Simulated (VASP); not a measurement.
A run of VASP 6.6.1:

File INCAR:

```
  ALGO = Normal
  EDIFF = 1E-6
  ENCUT = 520
  GGA = PS
  ISIF = 2
  ISMEAR = -1
  LASPH = T
  LCHARG = T
  LELF = T
  LREAL = F
  LVHAR = T
  LWAVE = F
  NBANDS = 64
  NELM = 100
  PREC = Accurate
  SIGMA = 0.05
```

The input KPOINTS:

```
Automatic mesh
0
Gamma
  2 2 2
  0.5 0.5 0.5
```

POSCAR

```
SnPb3O8
1.0
    4.9264910000      0.0000000000      0.0000000000
    0.0000000000      4.9264910000      0.0000000000
    0.0000000000      0.0000000000      6.6970310000
Pb Sn O
3 1 8
Direct
    0.9998280000      0.0103500000      0.0063250000
    0.0029020000      0.9934200000      0.4892750000
    0.4974260000      0.5045170000      0.2549050000
    0.5058960000      0.5070090000      0.7536810000
    0.3008010000      0.2927420000      0.9988510000
    0.3164820000      0.3191180000      0.4955250000
    0.6879750000      0.6839790000      0.0067520000
    0.6983130000      0.7007270000      0.5102910000
    0.1876910000      0.7961950000      0.2534290000
    0.1937970000      0.7886280000      0.7485020000
    0.8042970000      0.1987720000      0.2497180000
    0.8015650000      0.1889320000      0.7502000000
```

Potentials or basis: VASP PAW PBE potentials, release 64 (Pb_d, Sn_d, O).

Run with:

```bash
$ cat potpaw_PBE.64/Pb_d/POTCAR potpaw_PBE.64/Sn_d/POTCAR potpaw_PBE.64/O/POTCAR > POTCAR
$ mpirun -np 1 vasp_std > vasp.out
```

Hardware: 1 thread of Intel(R) Xeon(R) Platinum 8488C (Sapphire Rapids), on a shared host.

**Question.** Estimate the wall time of this run.

**Answer.** Wall time 77 s on 1 thread of Intel(R) Xeon(R) Platinum 8488C (Sapphire Rapids), with other jobs on the host, peak memory 0.27 GiB. Counts: scf iterations 14, k points 4.
